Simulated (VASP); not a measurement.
**Os: single point with PBE**

The system is Os.

```
Os
1.0
     2.73410    0.00000    0.00000
    -1.36705    2.36780    0.00000
     0.00000    0.00000    4.31970
Os
2
Direct
  0.08857 0.48749 0.25000
  0.66667 0.33333 0.75000
```

This cell differs from its parent crystal: atom 1 (Os) moved by (-0.600, +0.000) A along [1 1 0] and z.

```yaml
Program: VASP 6.6.1
Task: single point
Functional: PBE
Potentials_or_basis: VASP PAW PBE potentials, release 64 (Os)
Cutoff: 520 eV
k_mesh: 18 × 18 × 12
Occupations: gaussian, width 0.15 eV
Spin: no spin polarisation
```

The pressure is 31.3 GPa, the largest force is 3.662 eV/Å and the band gap on the k mesh is zero (bands 8 and 9 overlap by 3.59 eV).

Forces on the atoms (eV/Å):
```
Os   2.529  2.649  0.000
Os  -2.529 -2.649  0.000
```

Stress tensor (GPa, compression positive):
```
26.05  7.62  0.00
 7.62  9.48  0.00
 0.00  0.00 58.34
```

Levels at points of the mesh, in eV from the Fermi level:
```tsv
k point	band 4	band 5	band 6	band 7	band 8	band 9	band 10	band 11	band 12	band 13
(0.00, 0.00, 0.00)	-3.11	-2.79	-2.48	-2.24	-1.71	-1.08	-0.04	0.89	1.91	9.82
(0.50, 0.00, 0.00)	-4.78	-4.48	-3.45	-2.18	1.81	2.18	2.71	4.11	5.30	9.79
(0.00, 0.50, 0.00)	-3.18	-3.04	-1.91	-0.30	0.93	1.95	2.46	3.72	6.06	7.82
(0.50, 0.50, 0.00)	-3.86	-2.52	-2.44	-1.60	-0.38	2.08	2.26	4.14	5.72	8.60
(0.00, 0.00, 0.50)	-4.42	-3.41	-3.41	-2.67	-2.67	0.61	0.61	0.94	0.94	13.88
(0.50, 0.00, 0.50)	-5.79	-1.16	-1.16	0.50	0.50	2.27	2.27	3.43	3.43	9.84
(0.00, 0.50, 0.50)	-6.01	-2.65	-2.65	0.70	0.70	2.31	2.31	4.50	4.50	7.56
(0.50, 0.50, 0.50)	-6.30	-1.55	-1.55	0.93	0.93	2.26	2.26	4.13	4.13	8.46
```

Wall time 13 min on 1 thread of Intel Xeon 8259CL, with other jobs on the host, peak memory 0.5 GiB.

Caveat: the cell differs from its parent crystal (atom 1 (Os) moved by (-0.600, +0.000) A along [1 1 0] and z); the cell stands under pressure; spin-orbit coupling is left out, which moves the levels of the heavy elements; forces of over 1 eV/Å act on the atoms, so gaps and moduli don't describe the material at rest.
